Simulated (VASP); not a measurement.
# FeSi (Fm-3m) in VASP: single point with PBE

Aim: the single point of FeSi with PBE.

Program: VASP 6.6.1. These are calculated values, not measurements. Logs are shortened: lines on timing, memory, paths and dates and some standing lists are left out, and cuts for length are marked.

**1. The cell of the first run**

The structure is cubic, space group Fm-3m (No. 225). Conventional cell: a = 4.550 Å, b = 4.550 Å, c = 4.550 Å, α = 90.00°, β = 90.00°, γ = 90.00°. Within 3.0 Å of Fe (site symmetry m-3m) lie 6 Si at 2.27 Å. Si (site symmetry m-3m) has 6 Fe at 2.27 Å within 3.0 Å.

**2. Single point, PBE, collinear spin, ferrimagnetic start**

Contents of INCAR:

```
SYSTEM = FeSi
PREC = Accurate ; ENCUT = 600
EDIFF = 1E-6 ; ISMEAR = -1
SIGMA = 0.1 ; LREAL = .FALSE.
LASPH = .TRUE. ; NELM = 200
ALGO = Normal ; ISIF = 2
LWAVE = .FALSE. ; LCHARG = .FALSE.
ISPIN = 2 ; MAGMOM = 1.04 -0.03
LORBIT = 11 ; LMAXMIX = 4
GGA = PE ; NBANDS = 17
GGA_COMPAT = .FALSE.
```

Contents of KPOINTS:

```
regular mesh
0
G
  6 6 6
  0 0 0
```

Contents of POSCAR:

```
FeSi
1.0
    0.0000000000      2.2750000000      2.2750000000
    2.2750000000      0.0000000000      2.2750000000
    2.2750000000      2.2750000000      0.0000000000
Fe Si
1 1
Direct
    0.0000000000      0.0000000000      0.0000000000
    0.5000000000      0.5000000000      0.5000000000
```

Potentials or basis: VASP PAW PBE potentials, release 64 (Fe, Si).

The run is started by

```console
> cat potpaw_PBE.64/Fe/POTCAR potpaw_PBE.64/Si/POTCAR > POTCAR
> mpirun -np 1 vasp_std > vasp.out
```

OUTCAR:

```text
SYSTEM = FeSi
   PREC = Accurate
   ENCUT = 600
   EDIFF = 1E-6
   ISMEAR = -1
   LREAL = .FALSE.
   LASPH = .TRUE.
   NELM = 200
   ISIF = 2
   ISPIN = 2
   LORBIT = 11
   GGA = PE

 ion  position               nearest neighbor table
   1  0.000  0.000  0.000-   2 2.27   2 2.27   2 2.27   2 2.27   2 2.27   2 2.27
   2  0.500  0.500  0.500-   1 2.27   1 2.27   1 2.27   1 2.27   1 2.27   1 2.27

  LATTYP: Found a face centered cubic cell.
 ALAT       =     4.5500000000

  Lattice vectors:

 A1 = (   0.0000000000,   2.2750000000,   2.2750000000)
 A2 = (   2.2750000000,   0.0000000000,   2.2750000000)
 A3 = (   2.2750000000,   2.2750000000,   0.0000000000)

Analysis of symmetry for initial positions (statically):
=====================================================================
 Subroutine PRICEL returns:
 Original cell was already a primitive cell.

 Routine SETGRP: Setting up the symmetry group for a
 face centered cubic supercell.

 Subroutine GETGRP returns: Found 48 space group operations
 (whereof 48 operations were pure point group operations)
 out of a pool of 48 trial point group operations.

The static configuration has the point symmetry O_h .

Analysis of symmetry for dynamics (positions and initial velocities):
=====================================================================
 Subroutine PRICEL returns:
 Original cell was already a primitive cell.

 Routine SETGRP: Setting up the symmetry group for a
 face centered cubic supercell.

 Subroutine GETGRP returns: Found 48 space group operations
 (whereof 48 operations were pure point group operations)
 out of a pool of 48 trial point group operations.

The dynamic configuration has the point symmetry O_h .

Analysis of structural, dynamic, and magnetic symmetry:
=====================================================================
 Subroutine PRICEL returns:
 Original cell was already a primitive cell.

 Routine SETGRP: Setting up the symmetry group for a
 face centered cubic supercell.

 Subroutine GETGRP returns: Found 48 space group operations
 (whereof 48 operations were pure point group operations)
 out of a pool of 48 trial point group operations.

The overall configuration has the point symmetry O_h .

 Subroutine INISYM returns: Found 48 space group operations
 (whereof 48 operations are pure point group operations),
 and found     1 'primitive' translations

----------------------------------------------------------------------------------------

                                     Primitive cell

  volume of cell :      23.5491

  direct lattice vectors                    reciprocal lattice vectors
     0.000000000  2.275000000  2.275000000    -0.219780220  0.219780220  0.219780220
     2.275000000  0.000000000  2.275000000     0.219780220 -0.219780220  0.219780220
     2.275000000  2.275000000  0.000000000     0.219780220  0.219780220 -0.219780220

  length of vectors
     3.217335854  3.217335854  3.217335854     0.380670507  0.380670507  0.380670507

  position of ions in fractional coordinates (direct lattice)
     0.000000000  0.000000000  0.000000000
     0.500000000  0.500000000  0.500000000

  ion indices of the primitive-cell ions
   primitive index   ion index
                 1           1
                 2           2

----------------------------------------------------------------------------------------

 KPOINTS: regular mesh

Automatic generation of k-mesh.
 Grid dimensions read from file:
 generate k-points for:    6    6    6

 Generating k-lattice:

  Cartesian coordinates                     Fractional coordinates (reciprocal lattice)
    -0.036630037  0.036630037  0.036630037     0.166666667  0.000000000  0.000000000
     0.036630037 -0.036630037  0.036630037     0.000000000  0.166666667  0.000000000
     0.036630037  0.036630037 -0.036630037     0.000000000  0.000000000  0.166666667

  Length of vectors
     0.063445085  0.063445085  0.063445085

  Shift w.r.t. Gamma in fractional coordinates (k-lattice)
     0.000000000  0.000000000  0.000000000

 Subroutine IBZKPT returns following result:
 ===========================================

 Found     16 irreducible k-points:

 Following reciprocal coordinates:
            Coordinates               Weight
  0.000000  0.000000  0.000000      1.000000
  0.166667  0.000000  0.000000      8.000000
  0.333333  0.000000  0.000000      8.000000
  0.500000  0.000000  0.000000      4.000000
  0.166667  0.166667  0.000000      6.000000
  0.333333  0.166667  0.000000     24.000000
[... 8 lines left out ...]
 -0.333333  0.333333  0.166667     24.000000
 -0.333333  0.500000  0.166667     12.000000
   k-points           NKPTS =     16   k-points in BZ     NKDIM =     16   number of bands    NBANDS=     17
   number of dos      NEDOS =    301   number of ions     NIONS =      2
   total plane-waves  NPLWV =  21952
   dimension x,y,z NGX =    28 NGY =   28 NGZ =   28
   dimension x,y,z NGXF=    56 NGYF=   56 NGZF=   56
   ions per type =               1   1
   NGX,Y,Z   is equivalent  to a cutoff of  14.47, 14.47, 14.47 a.u.
   NGXF,Y,Z  is equivalent  to a cutoff of  28.94, 28.94, 28.94 a.u.
 SYSTEM =  FeSi
   PREC   = accura    normal or accurate (medium, high low for compatibility)
   ISTART =      0    job   : 0-new  1-cont  2-samecut
   ICHARG =      2    charge: 1-file 2-atom 10-const
   ISPIN  =      2    spin polarized calculation?
   LNONCOLLINEAR =      F non collinear calculations
   LSORBIT =      F    spin-orbit coupling
   LASPH  =      T    aspherical Exc in radial PAW
   ENCUT  =  600.0 eV  44.10 Ry    6.64 a.u.   6.43  6.43  6.43*2*pi/ulx,y,z
   NELM   =    200;   NELMIN=  2; NELMDL= -5     # of ELM steps
   EDIFF  = 0.1E-05   stopping-criterion for ELM
   LREAL  =      F    real-space projection
   EDIFFG = 0.1E-04   stopping-criterion for IOM
   NSW    =      0    number of steps for IOM
   IBRION =     -1    ionic relax: 0-MD 1-quasi-New 2-CG
   NFREE  =      0    steps in history (QN), initial steepest desc. (CG)
   ISIF   =      2    stress and relaxation
   ISYM   =      2    0-nonsym 1-usesym 2-fastsym
   POTIM  = 0.5000    time-step for ionic-motion
   TEBEG  =    0.0;   TEEND  =   0.0 temperature during run
   PSTRESS=    0.0 pullay stress
   NELECT =      12.0000    total number of electrons
   NUPDOWN=      -1.0000    fix difference up-down
   EMIN   =  10.00;   EMAX   =-10.00  energy-range for DOS
   EFERMI =   0.00;   METHOD = LEGACY
   ISMEAR =    -1;   SIGMA  =   0.10  broadening in eV -4-tet -1-fermi 0-gaus
   EFERMI_NEDOS =   21; number of points for ismear=-14 and -15
   IALGO  =     38    algorithm
   IMIX   =      4    mixing-type and parameters
     AMIX     =   0.40;   BMIX     =  1.00
     AMIX_MAG =   1.60;   BMIX_MAG =  1.00
  volume/ion in A,a.u.               =      11.77        79.46
  Fermi-wavevector in a.u.,A,eV,Ry     =   1.307607  2.471019 23.263726  1.709836
  Thomas-Fermi vector in A             =   2.438330
   LORBIT       =     11    0 simple, 1 ext, 2 COOP (PROOUT), +10 PAW based schemes
   GGA     = PE    functional components
   LHFCALC =     F    Hartree Fock is set to
   AEXX    =    0.0000 exact exchange contribution
   IVDW    =     0    specifies the selected vdW correction
   LEPSILON=     F    determine dielectric tensor
   LRPA    =     F    only Hartree local field effects (RPA)
 spin polarized calculation
  energy-cutoff  :      600.00
  volume of cell :       23.55
 maximum number of plane-waves:       797
 NGX is ok and might be reduce to    28
   NGX = 13   NGY = 13   NGZ = 13

 number of electron      11.9999999 magnetization       0.8929056

 Free energy of the ion-electron system (eV)
  ---------------------------------------------------
  ext. energy  EPLUGINS =         0.00000000
  ---------------------------------------------------
  free energy    TOTEN  =       -13.08914132 eV

  energy without entropy =      -13.00620234  energy(sigma->0) =      -13.04767183

 E-fermi :   9.0824     XC(G=0): -12.3870

 val. band max:        9.0549203239   @ k =  -0.3333   0.5000   0.1667
 cond. band min:       9.0918331013   @ k =   0.5000   0.3333   0.0000
 fundamental gap:      0.0369127775
 Fermi energy:         9.0824032193

 spin component 1

 k-point     1 :       0.0000    0.0000    0.0000
  band No.  band energies     occupation
      1      -3.6327      1.00000
      2       6.6986      1.00000
      3       6.6986      1.00000
      4       6.6986      1.00000
      5       7.0372      1.00000
      6       7.0372      1.00000
[... 9 lines left out ...]
     16      25.1988      0.00000
     17      26.7679      0.00000

 k-point     2 :       0.1667    0.0000    0.0000
  band No.  band energies     occupation
      1      -3.0316      1.00000
      2       6.1942      1.00000
      3       6.5682      1.00000
      4       6.5682      1.00000
      5       7.0666      1.00000
      6       7.0666      1.00000
[... 9 lines left out ...]
     16      26.5634      0.00000
     17      27.3230      0.00000

 k-point     3 :       0.3333    0.0000    0.0000
  band No.  band energies     occupation
      1      -1.3046      1.00000
      2       4.3598      1.00000
      3       5.9777      1.00000
      4       5.9777      1.00000
      5       7.6538      1.00000
      6       7.6538      1.00000
[... 232 lines left out ...]
 k-point    15 :      -0.3333    0.3333    0.1667
  band No.  band energies     occupation
      1       1.4213      1.00000
      2       3.3959      1.00000
      3       4.7792      1.00000
      4       5.9943      1.00000
      5       7.9773      0.99998
      6       8.3934      0.99898
[... 9 lines left out ...]
     16      31.1707      0.00000
     17      32.0365      0.00000

 k-point    16 :      -0.3333    0.5000    0.1667
  band No.  band energies     occupation
      1       1.4835      1.00000
      2       4.0607      1.00000
      3       4.7979      1.00000
      4       6.0655      1.00000
      5       8.2646      0.99972
      6       8.5497      0.99516
[... 9 lines left out ...]
     16      31.5929      0.00000
     17      32.7214      0.00000
 Fermi energy:         9.0824032193

 spin component 2

 k-point     1 :       0.0000    0.0000    0.0000
  band No.  band energies     occupation
      1      -3.6176      1.00000
      2       7.5449      1.00000
      3       7.5449      1.00000
      4       7.5449      1.00000
      5       7.6010      1.00000
      6       7.6010      1.00000
[... 9 lines left out ...]
     16      25.3395      0.00000
     17      27.0544      0.00000

 k-point     2 :       0.1667    0.0000    0.0000
  band No.  band energies     occupation
      1      -3.0176      1.00000
      2       6.8670      1.00000
      3       7.1550      1.00000
      4       7.1550      1.00000
      5       7.8559      1.00000
      6       7.8559      1.00000
[... 9 lines left out ...]
     16      26.6374      0.00000
     17      27.5754      0.00000

 k-point     3 :       0.3333    0.0000    0.0000
  band No.  band energies     occupation
      1      -1.2932      1.00000
      2       4.6154      1.00000
      3       6.4591      1.00000
      4       6.4591      1.00000
      5       8.5553      0.99489
      6       8.5553      0.99489
[... 232 lines left out ...]
 k-point    15 :      -0.3333    0.3333    0.1667
  band No.  band energies     occupation
      1       1.4545      1.00000
      2       3.5544      1.00000
      3       5.0472      1.00000
      4       6.3540      1.00000
      5       8.9450      0.79806
      6       9.2241      0.19515
[... 9 lines left out ...]
     16      31.2650      0.00000
     17      32.1723      0.00000

 k-point    16 :      -0.3333    0.5000    0.1667
  band No.  band energies     occupation
      1       1.5591      1.00000
      2       4.1467      1.00000
      3       5.1422      1.00000
      4       6.3521      1.00000
      5       9.3355      0.07373
      6       9.3638      0.05655
[... 9 lines left out ...]
     16      31.7060      0.00000
     17      32.7873      0.00000

------------------------ aborting loop because EDIFF is reached ----------------------------------------

  FORCE on cell =-STRESS in cart. coord.  units (eV):
  Direction    XX          YY          ZZ          XY          YZ          ZX
  --------------------------------------------------------------------------------------
  -------------------------------------------------------------------------------------
  Total        2.5125033      2.5125033      2.5125033     -0.0000000     -0.0000000      0.0000000
  in kB      170.9397376    170.9397376    170.9397376     -0.0000000     -0.0000000      0.0000000
  external PRESSURE =     170.9397376 kB  Pullay stress =       0.0000000 kB

 VOLUME and BASIS-vectors are now :
 -----------------------------------------------------------------------------
  energy-cutoff  :      600.00
  volume of cell :       23.55
      direct lattice vectors                 reciprocal lattice vectors
     0.000000000  2.275000000  2.275000000    -0.219780220  0.219780220  0.219780220
     2.275000000  0.000000000  2.275000000     0.219780220 -0.219780220  0.219780220
     2.275000000  2.275000000  0.000000000     0.219780220  0.219780220 -0.219780220

 POSITION                                       TOTAL-FORCE (eV/Angst)
 -----------------------------------------------------------------------------------
      0.00000      0.00000      0.00000         0.000000     -0.000000      0.000000
      2.27500      2.27500      2.27500        -0.000000      0.000000     -0.000000
 -----------------------------------------------------------------------------------
    total drift:                               -0.000000      0.000000      0.000000

  FREE ENERGIE OF THE ION-ELECTRON SYSTEM (eV)
  ---------------------------------------------------
  free  energy   TOTEN  =       -13.0891413171 eV

  energy  without entropy=      -13.0062023442  energy(sigma->0) =      -13.04767183

 total charge

# of ion       s       p       d       tot
------------------------------------------
    1        0.461   0.523   6.691   7.675
    2        0.795   0.932   0.000   1.727
--------------------------------------------------
tot          1.256   1.455   6.691   9.402

 magnetization (x)

# of ion       s       p       d       tot
------------------------------------------
    1        0.042   0.000   0.899   0.942
    2       -0.010  -0.023   0.000  -0.032
--------------------------------------------------
tot          0.032  -0.022   0.899   0.909
```

Run time: 16 s. Hardware: 1 thread of AMD EPYC 9R45 (Zen 5), shared host; peak memory 0.14 GiB.

Results:

```yaml
Free_energy: -13.0891 eV
Pressure: 17.1 GPa
Net_moment: 0.89 μB per cell
Site_moments: Fe +0.94; Si -0.03 μB
Valence_electrons_inside_the_program's_atomic_spheres: Fe 7.67; Si 1.73
```

Caveat: the k points lie up to 0.40 Å⁻¹ apart.
